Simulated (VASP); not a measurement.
Runs of VASP 6.6.1 on Cu3N. The structure is that of space group Pm-3m (No. 221), or close to it. The cells are those of the table. 

| level | cell | cutoff (eV) | gap on the mesh (eV) | pressure (GPa) |
| --- | --- | --- | --- | --- |
| r2SCAN+D4 | a = 3.723 Å, 4 atoms | 660 | 0.07 | 6.9 |
| RPBE | a = 3.818 Å, 4 atoms | 600 | (b) | 5.2 |
| RPBE | a = 3.845 Å, 4 atoms | 600 | 0.29 | 2.8 |
| RPBE | a = 3.922 Å, 4 atoms | 600 | 0.48 | -3.2 |
| r2SCAN+D4 | a = 3.749 Å, 4 atoms | 660 | 0.14 | 3.6 |
| r2SCAN+D4 | a = 3.814 Å, 4 atoms | 660 | 0.32 | -3.3 |
| RPBE | a = 3.814 Å, 4 atoms | 600 | (a) | 5.6 |
| RPBE | a = 3.871 Å, 4 atoms | 600 | 0.36 | 0.5 |

Alike in all rows: task single point; potentials or basis VASP PAW PBE potentials, release 64 (Cu, N); no spin polarisation; k mesh 8 × 8 × 8; smearing gaussian 0.05 eV.

Fill in the values left out.

(a) 0.21; (b) 0.22.

Caveats: semilocal functionals underestimate gaps, and a narrow one can read as zero; the PAW data sets were made with another functional, which shifts forces and pressure a little; the cell stands under pressure (at least some runs); the cell stands under tension (at least some runs).

A k mesh can miss the band edges.
